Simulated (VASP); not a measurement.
# CO2: single point with PBEsol

The system is CO2.

```
C O
1.0
     5.62822   -0.01198   -0.04880
    -0.01198    5.67086   -0.00376
    -0.04880   -0.00376    5.64765
C O
4 8
Direct
  0.99513 0.99139 0.01646
  0.47167 0.99260 0.49872
  0.52309 0.52053 0.00008
  0.99350 0.49996 0.48758
  0.10661 0.11295 0.14844
  0.33772 0.84079 0.63093
  0.65882 0.35610 0.85623
  0.88366 0.63896 0.35616
  0.87301 0.86255 0.85913
  0.64940 0.13590 0.37468
  0.38813 0.63407 0.13218
  0.13953 0.37857 0.63212
```

```
Program                : VASP 6.6.1
Task                   : single point
Functional             : PBEsol
Potentials or basis    : VASP PAW PBE potentials, release 64 (C, O)
Cutoff                 : 520 eV
k mesh                 : 3 × 3 × 3
Occupations            : methfessel-paxton, width 0.15 eV
Spin                   : no spin polarisation
Dipole correction      : no
Further INCAR settings : ALGO = Normal; EDIFF = 1e-07; NBANDS = 44
```

```yaml
Pressure: -26.1 GPa
Largest_force: 11.147 eV/Å
Band_gap_on_the_k_mesh: 3.74 eV (least direct gap 3.75 eV)
```

Forces on the atoms (eV/Å):
```
C   -3.567 -3.472 -4.911
C    2.053 -0.626  0.820
C    1.137 -3.598 -1.653
C    3.167 -0.554  2.318
O   -0.968 -1.237 -1.193
O    5.854  6.890 -5.997
O   -5.612  7.009  5.960
O    2.735 -4.160  3.552
O    4.449  4.763  6.028
O   -7.801 -6.056  5.171
O    4.448 -3.465 -4.366
O   -5.896  4.505 -5.728
```

Stress tensor (GPa, compression positive):
```
-26.06  -0.74   5.42
 -0.74 -26.32   2.49
  5.42   2.49 -25.78
```

Levels at points of the mesh, in eV from the valence-band top:
| k point | band 29 | band 30 | band 31 | band 32 | band 33 | band 34 | band 35 | band 36 |
| --- | --- | --- | --- | --- | --- | --- | --- | --- |
| (0.00, 0.00, 0.00) | -0.40 | -0.22 | -0.05 | -0.01 | 3.74 | 4.50 | 4.73 | 5.13 |

It took 95 s on 1 thread of AMD EPYC 7R13 Processor (Zen 3), on a shared host, peak memory 0.25 GiB.

Caveat: the cell stands under tension; this functional lacks dispersion, which holds the molecules together, so the pressure and a relaxed volume are unreliable; the PAW data sets were made with another functional, which shifts forces and pressure a little. A k mesh can miss the band edges.
